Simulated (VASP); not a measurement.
# Os (Fm-3m) in VASP: a series of runs

Os is run at these levels: PBE, r2SCAN, BLYP; tasks: single point.

All numbers are computed with VASP 6.6.1; they aren't measurements. Logs are shortened: lines on timing, memory, paths and dates and some standing lists are left out, and cuts for length are marked.

## 1. The cell of the first run

Symmetry: Fm-3m, No. 225, cubic system. Conventional cell: a = 3.844 Å, b = 3.844 Å, c = 3.844 Å, α = 90.00°, β = 90.00°, γ = 90.00°. Os (site symmetry m-3m) has 12 Os at 2.72 Å within 3.6 Å.

This isn't the form of Os at room conditions, which is hcp.

## 2. Single point, PBE

Input file INCAR:

```
ALGO = Normal
EDIFF = 1E-6
ENCUT = 600
GGA = PE
GGA_COMPAT = F
ISIF = 2
ISMEAR = -4
LASPH = T
LCHARG = F
LREAL = F
LWAVE = F
NBANDS = 10
NELM = 120
PREC = Accurate
SIGMA = 0.1
```

Input file KPOINTS:

```
k-points
0
Gamma
  10 10 10
```

Input file POSCAR:

```
Os
1.0
    0.0000000000      1.9220413878      1.9220413878
    1.9220413878      0.0000000000      1.9220413878
    1.9220413878      1.9220413878      0.0000000000
Os
1
Direct
    0.0000000000      0.0000000000      0.0000000000
```

Potentials or basis: VASP PAW PBE potentials, release 64 (Os).

The run is started by

```bash
$ cat potpaw_PBE.64/Os/POTCAR > POTCAR
$ mpirun -np 1 vasp_std > vasp.out
```

OUTCAR:

```text
EDIFF = 1E-6
   ENCUT = 600
   GGA = PE
   ISIF = 2
   ISMEAR = -4
   LASPH = T
   LREAL = F
   NELM = 120
   PREC = Accurate

 ion  position               nearest neighbor table
   1  0.000  0.000  0.000-

  LATTYP: Found a face centered cubic cell.
 ALAT       =     3.8440827756

  Lattice vectors:

 A1 = (   0.0000000000,   1.9220413878,   1.9220413878)
 A2 = (   1.9220413878,   0.0000000000,   1.9220413878)
 A3 = (   1.9220413878,   1.9220413878,   0.0000000000)

Analysis of symmetry for initial positions (statically):
=====================================================================
 Subroutine PRICEL returns:
 Original cell was already a primitive cell.

 Routine SETGRP: Setting up the symmetry group for a
 face centered cubic supercell.

 Subroutine GETGRP returns: Found 48 space group operations
 (whereof 48 operations were pure point group operations)
 out of a pool of 48 trial point group operations.

The static configuration has the point symmetry O_h .

Analysis of symmetry for dynamics (positions and initial velocities):
=====================================================================
 Subroutine PRICEL returns:
 Original cell was already a primitive cell.

 Routine SETGRP: Setting up the symmetry group for a
 face centered cubic supercell.

 Subroutine GETGRP returns: Found 48 space group operations
 (whereof 48 operations were pure point group operations)
 out of a pool of 48 trial point group operations.

The dynamic configuration has the point symmetry O_h .

 Subroutine INISYM returns: Found 48 space group operations
 (whereof 48 operations are pure point group operations),
 and found     1 'primitive' translations

----------------------------------------------------------------------------------------

                                     Primitive cell

  volume of cell :      14.2010

  direct lattice vectors                    reciprocal lattice vectors
     0.000000000  1.922041388  1.922041388    -0.260140080  0.260140080  0.260140080
     1.922041388  0.000000000  1.922041388     0.260140080 -0.260140080  0.260140080
     1.922041388  1.922041388  0.000000000     0.260140080  0.260140080 -0.260140080

  length of vectors
     2.718176998  2.718176998  2.718176998     0.450575835  0.450575835  0.450575835

  position of ions in fractional coordinates (direct lattice)
     0.000000000  0.000000000  0.000000000

  ion indices of the primitive-cell ions
   primitive index   ion index
                 1           1

[... 80 lines left out ...]
   ISYM   =      2    0-nonsym 1-usesym 2-fastsym
   POTIM  = 0.5000    time-step for ionic-motion
   TEBEG  =    0.0;   TEEND  =   0.0 temperature during run
   PSTRESS=    0.0 pullay stress
   NELECT =       8.0000    total number of electrons
   NUPDOWN=      -1.0000    fix difference up-down
   EMIN   =  10.00;   EMAX   =-10.00  energy-range for DOS
   EFERMI =   0.00;   METHOD = LEGACY
   ISMEAR =    -4;   SIGMA  =   0.10  broadening in eV -4-tet -1-fermi 0-gaus
   EFERMI_NEDOS =   21; number of points for ismear=-14 and -15
   IALGO  =     38    algorithm
   IMIX   =      4    mixing-type and parameters
     AMIX     =   0.40;   BMIX     =  1.00
     AMIX_MAG =   1.60;   BMIX_MAG =  1.00
  volume/ion in A,a.u.               =      14.20        95.83
  Fermi-wavevector in a.u.,A,eV,Ry     =   1.352069  2.555039 24.872671  1.828090
  Thomas-Fermi vector in A             =   2.479438
   LORBIT       =      0    0 simple, 1 ext, 2 COOP (PROOUT), +10 PAW based schemes
   GGA     = PE    functional components
   LHFCALC =     F    Hartree Fock is set to
   AEXX    =    0.0000 exact exchange contribution
   IVDW    =     0    specifies the selected vdW correction
   LEPSILON=     F    determine dielectric tensor
   LRPA    =     F    only Hartree local field effects (RPA)
 non-spin polarized calculation
 Fermi weights with tetrahedron method witout Bloechl corrections
  energy-cutoff  :      600.00
  volume of cell :       14.20
 maximum number of plane-waves:       495
 NGX is ok and might be reduce to    24
   NGX = 11   NGY = 11   NGZ = 11

 number of electron       8.0000000 magnetization

 Free energy of the ion-electron system (eV)
  ---------------------------------------------------
  ext. energy  EPLUGINS =         0.00000000
  ---------------------------------------------------
  free energy    TOTEN  =       -11.00616856 eV

  energy without entropy =      -11.00616856  energy(sigma->0) =      -11.00616856

 E-fermi :   9.1269     XC(G=0): -13.9711

 val. band max:        9.5466079397   @ k =   0.4000   0.4000   0.0000
 cond. band min:       9.0352675915   @ k =   0.1000   0.0000   0.0000
 fundamental gap:     -0.5113403482
 Fermi energy:         9.1268716893

 k-point     1 :       0.0000    0.0000    0.0000
  band No.  band energies     occupation
      1      -1.5662      2.00000
      2       6.1822      2.00000
      3       6.1822      2.00000
      4       6.1822      2.00000
      5       9.1667      1.95876
      6       9.1667      0.63944
      7      23.3802      0.00000
      8      29.1201      0.00000
      9      29.1201      0.00000
     10      29.1201      0.00000
[... 287 lines left out ...]
 k-point    24 :       0.4000    0.3000    0.0000
  band No.  band energies     occupation
      1       2.3274      2.00000
      2       3.1938      2.00000
      3       7.3126      1.99762
      4       9.4974      0.48381
      5      11.1997      0.00020
      6      11.3828      0.00000
      7      22.8501      0.00000
      8      25.0130      0.00000
      9      26.3833      0.00000
     10      31.0085      0.00000

 [... further k-points ...]

------------------------ aborting loop because EDIFF is reached ----------------------------------------

  FORCE on cell =-STRESS in cart. coord.  units (eV):
  Direction    XX          YY          ZZ          XY          YZ          ZX
  --------------------------------------------------------------------------------------
  -------------------------------------------------------------------------------------
  Total        0.4992558      0.4992558      0.4992558      0.0000000      0.0000000      0.0000000
  in kB       56.3268595     56.3268595     56.3268595      0.0000000      0.0000000      0.0000000
  external PRESSURE =      56.3268595 kB  Pullay stress =       0.0000000 kB

 VOLUME and BASIS-vectors are now :
 -----------------------------------------------------------------------------
  energy-cutoff  :      600.00
  volume of cell :       14.20
      direct lattice vectors                 reciprocal lattice vectors
     0.000000000  1.922041388  1.922041388    -0.260140080  0.260140080  0.260140080
     1.922041388  0.000000000  1.922041388     0.260140080 -0.260140080  0.260140080
     1.922041388  1.922041388  0.000000000     0.260140080  0.260140080 -0.260140080

 POSITION                                       TOTAL-FORCE (eV/Angst)
 -----------------------------------------------------------------------------------
      0.00000      0.00000      0.00000        -0.000000      0.000000      0.000000
 -----------------------------------------------------------------------------------
    total drift:                               -0.000000      0.000000     -0.000000

  FREE ENERGIE OF THE ION-ELECTRON SYSTEM (eV)
  ---------------------------------------------------
  free  energy   TOTEN  =       -11.0061685578 eV

  energy  without entropy=      -11.0061685578  energy(sigma->0) =      -11.00616856
```

It took 8 s on 1 thread of AMD EPYC 9R45 (Zen 5), shared host; peak memory 0.11 GiB.

What came out:

```
Free energy            : -11.0062 eV
Pressure               : 5.6 GPa
Band gap on the k mesh : zero (bands 4 and 5 overlap by 3.88 eV)
```

Caveat: the cell stands under pressure; spin-orbit coupling is left out, which moves the levels of the heavy elements.

## 3. Single point, PBE

Input file INCAR:

```
  PREC = Accurate
  ENCUT = 600
  EDIFF = 1E-6
  ISMEAR = 1
  SIGMA = 0.1
  LREAL = F
  LASPH = T
  NELM = 120
  ALGO = Normal
  ISIF = 2
  LWAVE = F
  LCHARG = F
  GGA = PE
  NBANDS = 10
  GGA_COMPAT = F
```

Input file KPOINTS:

```
Automatic mesh
0
Gamma
  10 10 10
```

POSCAR is that of step 2.

Potentials or basis: VASP PAW PBE potentials, release 64 (Os).

The run is started by

```bash
$ cat potpaw_PBE.64/Os/POTCAR > POTCAR
$ mpirun -np 1 vasp_std > vasp.out
```

It took 9 s on 1 thread of AMD EPYC 9R45 (Zen 5), shared host; peak memory 0.11 GiB.

Results (log left out):

| Quantity | Value |
| --- | --- |
| Free energy | -11.0715 eV |
| Pressure | 4.3 GPa |
| Band gap on the k mesh | zero (bands 4 and 5 overlap by 3.89 eV) |

Levels at points of the mesh, in eV from the Fermi level:
| k point | band 1 | band 2 | band 3 | band 4 | band 5 | band 6 | band 7 | band 8 | band 9 |
| --- | --- | --- | --- | --- | --- | --- | --- | --- | --- |
| (0.00, 0.00, 0.00) | -10.75 | -3.00 | -3.00 | -3.00 | 0.00 | 0.00 | 14.18 | 19.94 | 19.94 |
| (0.50, 0.00, 0.00) | -7.63 | -3.15 | -3.15 | -0.28 | 2.36 | 2.36 | 8.78 | 13.73 | 20.18 |
| (0.50, 0.50, 0.00) | -7.51 | -6.81 | 2.26 | 2.32 | 3.03 | 3.03 | 12.02 | 12.13 | 12.13 |

Caveat: the cell stands under pressure; spin-orbit coupling is left out, which moves the levels of the heavy elements.

(Continued in part 2 of 3.)
